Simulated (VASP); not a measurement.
# Si: relaxation of the atoms with PBE

Crystal: Si.

```xyz
64
Lattice="10.8620 0.0000 0.0000 0.0000 10.8620 0.0000 0.0000 0.0000 10.8620" Properties=species:S:1:pos:R:3 pbc="T T T"
Si    0.0154    0.0197    0.0035
Si    1.3744    1.3693    1.3687
Si    0.0042    2.7217    2.7077
Si    1.3469    4.0882    4.0686
Si    2.7002    0.0180    2.7339
Si    4.0596    1.3523    4.0821
Si    2.7244    2.7307    0.0006
Si    4.0680    4.0560    1.3618
Si   -0.0062    0.0029    5.4163
Si    1.3472    1.3557    6.7969
Si   -0.0141    2.7025    8.1390
Si    1.3715    4.0916    9.5179
Si    2.7261   -0.0037    8.1375
Si    4.0634    1.3597    9.4873
Si    2.7011    2.7170    5.4265
Si    4.0637    4.0771    6.8016
Si    0.0113    5.4368   -0.0150
Si    1.3735    6.7855    1.3581
Si   -0.0144    8.1583    2.7009
Si    1.3633    9.5010    4.0583
Si    2.7212    5.4366    2.7129
Si    4.0900    6.7826    4.0848
Si    2.7115    8.1501    0.0154
Si    4.0693    9.5196    1.3771
Si    0.0099    5.4139    5.4287
Si    1.3577    6.7842    6.8017
Si   -0.0107    8.1543    8.1429
Si    1.3440    9.5016    9.5136
Si    2.7261    5.4448    8.1357
Si    4.0707    6.7835    9.4930
Si    2.7247    8.1401    5.4211
Si    4.0771    9.4922    6.8038
Si    5.4171   -0.0048    0.0140
Si    6.7949    1.3710    1.3765
Si    5.4297    2.7049    2.7106
Si    6.8065    4.0747    4.0926
Si    8.1356   -0.0118    2.7192
Si    9.5098    1.3387    4.0831
Si    8.1307    2.7123    0.0056
Si    9.5221    4.0813    1.3488
Si    5.4398   -0.0087    5.4228
Si    6.7966    1.3452    6.7795
Si    5.4333    2.7133    8.1651
Si    6.7691    4.0658    9.5093
Si    8.1296    0.0013    8.1456
Si    9.5039    1.3409    9.4962
Si    8.1323    2.7326    5.4363
Si    9.4992    4.0752    6.7982
Si    5.4276    5.4331   -0.0186
Si    6.7836    6.7689    1.3397
Si    5.4188    8.1266    2.7315
Si    6.7706    9.5111    4.0618
Si    8.1572    5.4152    2.7056
Si    9.5237    6.7734    4.0711
Si    8.1412    8.1280   -0.0181
Si    9.5152    9.5033    1.3514
Si    5.4201    5.4305    5.4202
Si    6.7715    6.7835    6.8078
Si    5.4293    8.1343    8.1273
Si    6.7819    9.4960    9.5073
Si    8.1357    5.4332    8.1482
Si    9.4908    6.7779    9.4980
Si    8.1537    8.1268    5.4361
Si    9.5066    9.5174    6.7923
```

```
Program                : VASP 6.6.1
Task                   : relaxation of the atoms
Functional             : PBE
Potentials or basis    : VASP PAW PBE potentials, release 64 (Si)
Cutoff                 : 520 eV
k mesh                 : 1 × 1 × 1
Occupations            : fermi-dirac, width 0.05 eV
Spin                   : no spin polarisation
Dipole correction      : no
Further INCAR settings : LREAL = Auto; ALGO = Normal; EDIFF = 1e-06; IBRION = 2; EDIFFG = -5.0; NSW = 22
```

| Property | Result |
| --- | --- |
| Pressure after relaxing | 2.8 GPa |
| Largest force after relaxing | 0.530 eV/Å |
| Band gap on the k mesh | 0.63 eV |

Forces in eV/Å, atoms in the order of the input:
```
Si  -0.090 -0.115  0.064
Si  -0.095  0.095 -0.155
Si  -0.106 -0.109  0.146
Si   0.211 -0.201 -0.088
Si   0.177 -0.167 -0.154
Si   0.182  0.114  0.033
Si  -0.086 -0.230 -0.072
Si   0.212  0.315 -0.047
Si   0.248 -0.180  0.238
Si   0.081 -0.065 -0.212
Si   0.209  0.255  0.297
Si  -0.133 -0.242 -0.404
Si  -0.290 -0.081  0.132
Si   0.082 -0.068  0.304
Si   0.019  0.076  0.147
Si   0.133 -0.166 -0.218
Si  -0.060  0.100  0.166
Si  -0.262  0.101  0.021
Si   0.290 -0.260  0.120
Si  -0.167 -0.041  0.156
Si   0.052 -0.086  0.112
Si  -0.306 -0.039 -0.147
Si   0.161  0.049 -0.182
Si  -0.102 -0.187  0.070
Si  -0.103  0.199  0.222
Si  -0.050  0.142 -0.260
Si   0.014 -0.097  0.092
Si   0.214  0.051 -0.096
Si  -0.172 -0.148  0.197
Si  -0.018  0.250  0.134
Si  -0.129  0.036  0.174
Si   0.014  0.110 -0.372
Si   0.177  0.194 -0.109
Si  -0.112 -0.298 -0.204
Si   0.014  0.161  0.359
Si  -0.343  0.016 -0.404
Si   0.200  0.071 -0.070
Si  -0.253  0.400 -0.220
Si   0.304  0.054 -0.095
Si  -0.133 -0.156 -0.125
Si  -0.255  0.045  0.174
Si  -0.215  0.251  0.092
Si  -0.041 -0.102 -0.398
Si   0.279  0.070 -0.019
Si   0.149 -0.152  0.057
Si  -0.177  0.195  0.159
Si   0.367 -0.352  0.055
Si  -0.019  0.013 -0.104
Si  -0.200 -0.170  0.211
Si   0.025  0.146  0.238
Si   0.185  0.166 -0.341
Si   0.274 -0.409  0.162
Si  -0.034  0.152  0.076
Si  -0.180  0.091 -0.041
Si   0.079  0.193  0.237
Si  -0.299  0.093 -0.193
Si   0.201 -0.145  0.340
Si   0.188 -0.081 -0.415
Si  -0.032  0.134  0.421
Si  -0.127  0.024 -0.054
Si  -0.063 -0.193  0.067
Si   0.183  0.087 -0.070
Si  -0.129  0.197 -0.059
Si  -0.145 -0.106 -0.141
```

Stress tensor (GPa, compression positive):
```
 2.83 -0.23  0.05
-0.23  2.83 -0.09
 0.05 -0.09  2.83
```

Final structure:
```
Si
1.0
    10.86200    0.00000    0.00000
     0.00000   10.86200    0.00000
     0.00000    0.00000   10.86200
Si
64
Cartesian
  0.0154 0.0197 0.0035
  1.3744 1.3693 1.3687
  0.0042 2.7217 2.7077
  1.3469 4.0882 4.0686
  2.7002 0.0180 2.7339
  4.0596 1.3523 4.0821
  2.7244 2.7307 0.0006
  4.0680 4.0560 1.3618
  10.8558 0.0029 5.4163
  1.3472 1.3557 6.7969
  10.8479 2.7025 8.1390
  1.3715 4.0916 9.5179
  2.7261 10.8583 8.1375
  4.0634 1.3597 9.4873
  2.7011 2.7170 5.4265
  4.0637 4.0771 6.8016
  0.0113 5.4368 10.8470
  1.3735 6.7855 1.3581
  10.8476 8.1583 2.7009
  1.3633 9.5010 4.0583
  2.7212 5.4366 2.7129
  4.0900 6.7826 4.0848
  2.7115 8.1501 0.0154
  4.0693 9.5196 1.3771
  0.0099 5.4139 5.4287
  1.3577 6.7842 6.8017
  10.8513 8.1543 8.1429
  1.3440 9.5016 9.5136
  2.7261 5.4448 8.1357
  4.0707 6.7835 9.4930
  2.7247 8.1401 5.4211
  4.0771 9.4922 6.8038
  5.4171 10.8572 0.0140
  6.7949 1.3710 1.3765
  5.4297 2.7049 2.7106
  6.8065 4.0747 4.0926
  8.1356 10.8502 2.7192
  9.5098 1.3387 4.0831
  8.1307 2.7123 0.0056
  9.5221 4.0813 1.3488
  5.4398 10.8533 5.4228
  6.7966 1.3452 6.7795
  5.4333 2.7133 8.1651
  6.7691 4.0658 9.5093
  8.1296 0.0013 8.1456
  9.5039 1.3409 9.4962
  8.1323 2.7326 5.4363
  9.4992 4.0752 6.7982
  5.4276 5.4331 10.8434
  6.7836 6.7689 1.3397
  5.4188 8.1266 2.7315
  6.7706 9.5111 4.0618
  8.1572 5.4152 2.7056
  9.5237 6.7734 4.0711
  8.1412 8.1280 10.8439
  9.5152 9.5033 1.3514
  5.4201 5.4305 5.4202
  6.7715 6.7835 6.8078
  5.4293 8.1343 8.1273
  6.7819 9.4960 9.5073
  8.1357 5.4332 8.1482
  9.4908 6.7779 9.4980
  8.1537 8.1268 5.4361
  9.5066 9.5174 6.7923
```

Levels at points of the mesh, in eV from the valence-band top:
| k point | band 124 | band 125 | band 126 | band 127 | band 128 | band 129 | band 130 | band 131 | band 132 | band 133 |
| --- | --- | --- | --- | --- | --- | --- | --- | --- | --- | --- |
| (0.00, 0.00, 0.00) | -1.20 | -1.19 | -0.06 | -0.02 | 0.00 | 0.63 | 0.65 | 0.66 | 0.66 | 0.66 |

It took 98 s on 4 MPI ranks on Oxide Virtual Turin-like Processor, on a shared host, peak memory 0.34 GiB a rank.

Caveat: the k points lie up to 0.58 Å⁻¹ apart; the relaxation stopped at its first step, so nothing moved. A k mesh can miss the band edges.
